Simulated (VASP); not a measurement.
# Ti (I4_1/amd) in VASP: single point with PBE

Aim: the single point of Ti with PBE.

Everything below comes from runs of VASP 6.6.1. Logs are shortened: lines on timing, memory, paths and dates and some standing lists are left out, and cuts for length are marked.

## 1. The cell of the first run

It takes space group I4_1/amd (No. 141, tetragonal). The conventional cell has a = 5.041 Å, b = 5.041 Å, c = 2.750 Å, α = 90.00°, β = 90.00°, γ = 90.00°. Ti (site symmetry -4m2) has 10 Ti at 2.61 to 3.26 Å within 3.4 Å.

## 2. Single point, PBE

The input, INCAR:

```
PREC     = Accurate       # precision mode
ENCUT    = 520            # plane-wave cutoff, eV
EDIFF    = 1E-6           # SCF threshold, eV
ISMEAR   = 0              # smearing method
SIGMA    = 0.1            # smearing width, eV
LREAL    = False          # projectors in reciprocal space
LASPH    = True           # aspherical terms in the spheres
NELM     = 60             # most SCF steps
ALGO     = Fast           # electronic algorithm
ISIF     = 2              # what is computed and relaxed
LWAVE    = False          # write WAVECAR
LCHARG   = True           # write CHGCAR
GGA      = PE             # functional
LELF     = True           # ELF
LVHAR    = True         
NBANDS   = 19             # bands
```

The input, KPOINTS:

```
Automatic mesh
0
Gamma
  8 8 8
```

The input, POSCAR:

```
Ti
1.0
   -2.5205487218      2.5205487218      1.3750058557
    2.5205487218     -2.5205487218      1.3750058557
    2.5205487218      2.5205487218     -1.3750058557
Ti
2
Direct
    0.0000000000      0.0000000000      0.0000000000
    0.7500000000      0.2500000000      0.5000000000
```

Potentials or basis: VASP PAW PBE potentials, release 64 (Ti_sv).

Run with:

```sh
$ cat potpaw_PBE.64/Ti_sv/POTCAR > POTCAR
$ mpirun -np 1 vasp_std > vasp.out
```

OUTCAR:

```text
PREC = Accurate
   ENCUT = 520
   EDIFF = 1E-6
   ISMEAR = 0
   LREAL = False
   LASPH = True
   NELM = 60
   ISIF = 2
   GGA = PE

 ion  position               nearest neighbor table
   1  0.000  0.000  0.000-   2 2.61   2 2.61   2 2.61   2 2.61
   2  0.750  0.250  0.500-   1 2.61   1 2.61   1 2.61   1 2.61

  LATTYP: Found a body centered tetragonal cell.
 ALAT       =     5.0410974436
 C/A-ratio  =     0.5455184595

  Lattice vectors:

 A1 = (  -2.5205487218,   2.5205487218,   1.3750058557)
 A2 = (   2.5205487218,  -2.5205487218,   1.3750058557)
 A3 = (   2.5205487218,   2.5205487218,  -1.3750058557)

Analysis of symmetry for initial positions (statically):
=====================================================================
 Subroutine PRICEL returns:
 Original cell was already a primitive cell.

 Routine SETGRP: Setting up the symmetry group for a
 body centered tetragonal supercell.

 Subroutine GETGRP returns: Found 16 space group operations
 (whereof  8 operations were pure point group operations)
 out of a pool of 16 trial point group operations.

The static configuration has the point symmetry D_2d.
 The point group associated with its full space group is D_4h.

Analysis of symmetry for dynamics (positions and initial velocities):
=====================================================================
 Subroutine PRICEL returns:
 Original cell was already a primitive cell.

 Routine SETGRP: Setting up the symmetry group for a
 body centered tetragonal supercell.

 Subroutine GETGRP returns: Found 16 space group operations
 (whereof  8 operations were pure point group operations)
 out of a pool of 16 trial point group operations.

The dynamic configuration has the point symmetry D_2d.
 The point group associated with its full space group is D_4h.

 Subroutine INISYM returns: Found 16 space group operations
 (whereof  8 operations are pure point group operations),
 and found     1 'primitive' translations

----------------------------------------------------------------------------------------

                                     Primitive cell

  volume of cell :      34.9426

  direct lattice vectors                    reciprocal lattice vectors
    -2.520548722  2.520548722  1.375005856     0.000000000  0.198369504  0.363634815
     2.520548722 -2.520548722  1.375005856     0.198369504  0.000000000  0.363634815
     2.520548722  2.520548722 -1.375005856     0.198369504  0.198369504  0.000000000

  length of vectors
     3.820598490  3.820598490  3.820598490     0.414223054  0.414223054  0.280536843

  position of ions in fractional coordinates (direct lattice)
     0.000000000  0.000000000  0.000000000
     0.750000000  0.250000000  0.500000000

  ion indices of the primitive-cell ions
   primitive index   ion index
                 1           1
                 2           2

----------------------------------------------------------------------------------------

 KPOINTS: Automatic mesh

Automatic generation of k-mesh.
 Grid dimensions read from file:
 generate k-points for:    8    8    8

 Generating k-lattice:

  Cartesian coordinates                     Fractional coordinates (reciprocal lattice)
     0.000000000  0.024796188  0.045454352     0.125000000  0.000000000  0.000000000
     0.024796188  0.000000000  0.045454352     0.000000000  0.125000000  0.000000000
     0.024796188  0.024796188  0.000000000     0.000000000  0.000000000  0.125000000

  Length of vectors
     0.051777882  0.051777882  0.035067105

  Shift w.r.t. Gamma in fractional coordinates (k-lattice)
     0.000000000  0.000000000  0.000000000

 Subroutine IBZKPT returns following result:
 ===========================================

 Found     59 irreducible k-points:

 Following reciprocal coordinates:
            Coordinates               Weight
  0.000000  0.000000  0.000000      1.000000
  0.125000  0.000000  0.000000      8.000000
  0.250000  0.000000  0.000000      8.000000
  0.375000  0.000000  0.000000      8.000000
  0.500000  0.000000  0.000000      4.000000
  0.125000  0.125000  0.000000      8.000000
[... 16 lines left out ...]
  0.250000  0.125000  0.125000     16.000000
  0.375000  0.125000  0.125000      8.000000
 [... further k-points ...]
   k-points           NKPTS =     59   k-points in BZ     NKDIM =     59   number of bands    NBANDS=     19
   number of dos      NEDOS =    301   number of ions     NIONS =      2
   total plane-waves  NPLWV =  21952
   dimension x,y,z NGX =    28 NGY =   28 NGZ =   28
   dimension x,y,z NGXF=    56 NGYF=   56 NGZF=   56
   ions per type =               2
   NGX,Y,Z   is equivalent  to a cutoff of  12.18, 12.18, 12.18 a.u.
   NGXF,Y,Z  is equivalent  to a cutoff of  24.37, 24.37, 24.37 a.u.
 SYSTEM =  unknown system
   PREC   = accura    normal or accurate (medium, high low for compatibility)
   ISTART =      0    job   : 0-new  1-cont  2-samecut
   ICHARG =      2    charge: 1-file 2-atom 10-const
   ISPIN  =      1    spin polarized calculation?
   LNONCOLLINEAR =      F non collinear calculations
   LSORBIT =      F    spin-orbit coupling
   LASPH  =      T    aspherical Exc in radial PAW
   ENCUT  =  520.0 eV  38.22 Ry    6.18 a.u.   7.10  7.10  7.10*2*pi/ulx,y,z
   NELM   =     60;   NELMIN=  2; NELMDL= -5     # of ELM steps
   EDIFF  = 0.1E-05   stopping-criterion for ELM
   LREAL  =      F    real-space projection
   EDIFFG = 0.1E-04   stopping-criterion for IOM
   NSW    =      0    number of steps for IOM
   IBRION =     -1    ionic relax: 0-MD 1-quasi-New 2-CG
   NFREE  =      0    steps in history (QN), initial steepest desc. (CG)
   ISIF   =      2    stress and relaxation
   ISYM   =      2    0-nonsym 1-usesym 2-fastsym
   POTIM  = 0.5000    time-step for ionic-motion
   TEBEG  =    0.0;   TEEND  =   0.0 temperature during run
   PSTRESS=    0.0 pullay stress
   NELECT =      24.0000    total number of electrons
   NUPDOWN=      -1.0000    fix difference up-down
   EMIN   =  10.00;   EMAX   =-10.00  energy-range for DOS
   EFERMI =   0.00;   METHOD = LEGACY
   ISMEAR =     0;   SIGMA  =   0.10  broadening in eV -4-tet -1-fermi 0-gaus
   EFERMI_NEDOS =   21; number of points for ismear=-14 and -15
   IALGO  =     68    algorithm
   IMIX   =      4    mixing-type and parameters
     AMIX     =   0.40;   BMIX     =  1.00
     AMIX_MAG =   1.60;   BMIX_MAG =  1.00
  volume/ion in A,a.u.               =      17.47       117.90
  Fermi-wavevector in a.u.,A,eV,Ry     =   1.444421  2.729559 28.386526  2.086351
  Thomas-Fermi vector in A             =   2.562717
   LORBIT       =      0    0 simple, 1 ext, 2 COOP (PROOUT), +10 PAW based schemes
   GGA     = PE    functional components
   LHFCALC =     F    Hartree Fock is set to
   AEXX    =    0.0000 exact exchange contribution
   IVDW    =     0    specifies the selected vdW correction
   LEPSILON=     F    determine dielectric tensor
   LRPA    =     F    only Hartree local field effects (RPA)
 non-spin polarized calculation
 RMM-DIIS sequential band-by-band and
 Gauss-broadening in eV      SIGMA  =   0.10
  energy-cutoff  :      520.00
  volume of cell :       34.94
 maximum number of plane-waves:       959
   NGX = 15   NGY = 15   NGZ = 15

 number of electron      24.0000011 magnetization

 Free energy of the ion-electron system (eV)
  ---------------------------------------------------
  ext. energy  EPLUGINS =         0.00000000
  ---------------------------------------------------
  free energy    TOTEN  =       -14.80914382 eV

  energy without entropy =      -14.79457499  energy(sigma->0) =      -14.80185940

 E-fermi :   7.9477     XC(G=0): -11.4178

 val. band max:        7.9272240438   @ k =  -0.1250  -0.3750   0.1250
 cond. band min:       7.9523880346   @ k =  -0.3750   0.3750   0.1250
 fundamental gap:      0.0251639908
 Fermi energy:         7.9476697440

 k-point     1 :       0.0000    0.0000    0.0000
  band No.  band energies     occupation
      1     -48.5923      2.00000
      2     -48.3077      2.00000
      3     -25.1156      2.00000
      4     -25.1156      2.00000
      5     -24.3763      2.00000
      6     -24.3662      2.00000
[... 11 lines left out ...]
     18      12.0341      0.00000
     19      14.1831      0.00000

 k-point     2 :       0.1250    0.0000    0.0000
  band No.  band energies     occupation
      1     -48.5717      2.00000
      2     -48.3060      2.00000
      3     -25.1073      2.00000
      4     -25.0739      2.00000
      5     -24.4773      2.00000
      6     -24.4563      2.00000
[... 11 lines left out ...]
     18      11.9301      0.00000
     19      12.4385      0.00000

 k-point     3 :       0.2500    0.0000    0.0000
  band No.  band energies     occupation
      1     -48.5196      2.00000
      2     -48.3038      2.00000
      3     -25.0872      2.00000
      4     -24.9845      2.00000
      5     -24.7021      2.00000
      6     -24.6390      2.00000
[... 11 lines left out ...]
     18      11.6268      0.00000
     19      12.2763      0.00000

 k-point     4 :       0.3750    0.0000    0.0000
  band No.  band energies     occupation
      1     -48.4616      2.00000
      2     -48.3070      2.00000
      3     -25.0665      2.00000
      4     -25.0017      2.00000
      5     -24.8986      2.00000
      6     -24.7100      2.00000
[... 11 lines left out ...]
     18      11.4673      0.00000
     19      12.0271      0.00000

 k-point     5 :       0.5000    0.0000    0.0000
  band No.  band energies     occupation
      1     -48.4340      2.00000
      2     -48.3118      2.00000
      3     -25.0701      2.00000
      4     -25.0577      2.00000
      5     -24.9700      2.00000
      6     -24.6547      2.00000
[... 11 lines left out ...]
     18      11.4608      0.00000
     19      12.9297      0.00000

 k-point     6 :       0.1250    0.1250    0.0000
  band No.  band energies     occupation
      1     -48.5284      2.00000
      2     -48.2951      2.00000
      3     -25.0554      2.00000
      4     -25.0495      2.00000
      5     -24.6768      2.00000
      6     -24.6565      2.00000
[... 11 lines left out ...]
     18      11.7605      0.00000
     19      12.4033      0.00000

 k-point     7 :       0.2500    0.1250    0.0000
  band No.  band energies     occupation
      1     -48.4729      2.00000
      2     -48.2959      2.00000
      3     -25.0626      2.00000
      4     -25.0054      2.00000
      5     -24.8657      2.00000
      6     -24.8021      2.00000
[... 11 lines left out ...]
     18      11.3871      0.00000
     19      12.3062      0.00000

 k-point     8 :       0.3750    0.1250    0.0000
  band No.  band energies     occupation
      1     -48.4340      2.00000
      2     -48.3118      2.00000
      3     -25.1080      2.00000
      4     -25.0068      2.00000
      5     -24.9564      2.00000
      6     -24.7436      2.00000
[... 256 lines left out ...]
 k-point    20 :      -0.3750    0.3750    0.0000
  band No.  band energies     occupation
      1     -48.5040      2.00000
      2     -48.3950      2.00000
      3     -24.9157      2.00000
      4     -24.9145      2.00000
      5     -24.6530      2.00000
      6     -24.6262      2.00000
[... 11 lines left out ...]
     18      11.2042      0.00000
     19      11.4921      0.00000

 k-point    21 :       0.5000    0.5000    0.0000
  band No.  band energies     occupation
      1     -48.4494      2.00000
      2     -48.4494      2.00000
      3     -24.7862      2.00000
      4     -24.7862      2.00000
      5     -24.7770      2.00000
      6     -24.7770      2.00000
[... 11 lines left out ...]
     18      11.2151      0.00000
     19      11.4600      0.00000

 k-point    22 :       0.1250    0.1250    0.1250
  band No.  band energies     occupation
      1     -48.5009      2.00000
      2     -48.3224      2.00000
      3     -25.0102      2.00000
      4     -24.9869      2.00000
      5     -24.6966      2.00000
      6     -24.6554      2.00000
[... 11 lines left out ...]
     18      11.3340      0.00000
     19      12.2515      0.00000

 k-point    23 :       0.2500    0.1250    0.1250
  band No.  band energies     occupation
      1     -48.4443      2.00000
      2     -48.3246      2.00000
      3     -25.0613      2.00000
      4     -24.9570      2.00000
      5     -24.8673      2.00000
      6     -24.7119      2.00000
[... 11 lines left out ...]
     18      11.6383      0.00000
     19      12.1485      0.00000

 k-point    24 :       0.3750    0.1250    0.1250
  band No.  band energies     occupation
      1     -48.4163      2.00000
      2     -48.3299      2.00000
      3     -25.1153      2.00000
      4     -25.0026      2.00000
      5     -24.8979      2.00000
      6     -24.6360      2.00000
[... 11 lines left out ...]
     18      12.0551      0.00000
     19      12.6477      0.00000

 [... further k-points ...]
[... 5 lines left out ...]
  --------------------------------------------------------------------------------------
  -------------------------------------------------------------------------------------
  Total       -0.2460516     -0.2460516      0.4924456      0.0000000      0.0000000     -0.0000000
  in kB      -11.2818943    -11.2818943     22.5794885      0.0000000      0.0000000     -0.0000000
  external PRESSURE =       0.0052333 kB  Pullay stress =       0.0000000 kB

 VOLUME and BASIS-vectors are now :
 -----------------------------------------------------------------------------
  energy-cutoff  :      520.00
  volume of cell :       34.94
      direct lattice vectors                 reciprocal lattice vectors
    -2.520548722  2.520548722  1.375005856     0.000000000  0.198369504  0.363634815
     2.520548722 -2.520548722  1.375005856     0.198369504  0.000000000  0.363634815
     2.520548722  2.520548722 -1.375005856     0.198369504  0.198369504  0.000000000

 POSITION                                       TOTAL-FORCE (eV/Angst)
 -----------------------------------------------------------------------------------
      0.00000      0.00000      0.00000         0.000000     -0.000000      0.000000
      0.00000      2.52055      0.68750        -0.000000      0.000000     -0.000000
 -----------------------------------------------------------------------------------
    total drift:                               -0.000000      0.000000      0.000000

  FREE ENERGIE OF THE ION-ELECTRON SYSTEM (eV)
  ---------------------------------------------------
  free  energy   TOTEN  =       -14.8091438212 eV

  energy  without entropy=      -14.7945749886  energy(sigma->0) =      -14.80185940
```

Wall time 96 s (1 thread of Intel Xeon Platinum 8375C at 2.90GHz (Ice Lake), shared host); peak memory 0.17 GiB.

What came out:

```
Free energy            : -14.8091 eV
Pressure               : 0.0 GPa
Band gap on the k mesh : zero (band 12 reaches 8.09 eV, above the bottom of band 13 at 7.68 eV)
```

Stress tensor (GPa, compression positive):
```
-1.13  0.00  0.00
 0.00 -1.13  0.00
 0.00  0.00  2.26
```

Levels at points of the mesh, in eV from the Fermi level:
| k point | band 8 | band 9 | band 10 | band 11 | band 12 | band 13 | band 14 | band 15 | band 16 | band 17 |
| --- | --- | --- | --- | --- | --- | --- | --- | --- | --- | --- |
| (0.00, 0.00, 0.00) | -32.30 | -5.75 | -2.54 | -0.85 | -0.50 | 0.17 | 2.65 | 2.65 | 2.68 | 2.68 |
| (0.50, 0.00, 0.00) | -32.26 | -2.13 | -1.89 | -0.87 | -0.08 | 1.00 | 1.33 | 1.41 | 2.72 | 3.47 |
| (0.50, 0.50, 0.00) | -32.28 | -2.93 | -2.93 | -0.39 | -0.39 | 0.59 | 0.59 | 2.05 | 2.05 | 3.27 |
| (0.50, 0.50, 0.50) | -32.21 | -1.99 | -1.99 | 0.15 | 0.15 | 0.21 | 0.21 | 2.24 | 2.24 | 2.93 |
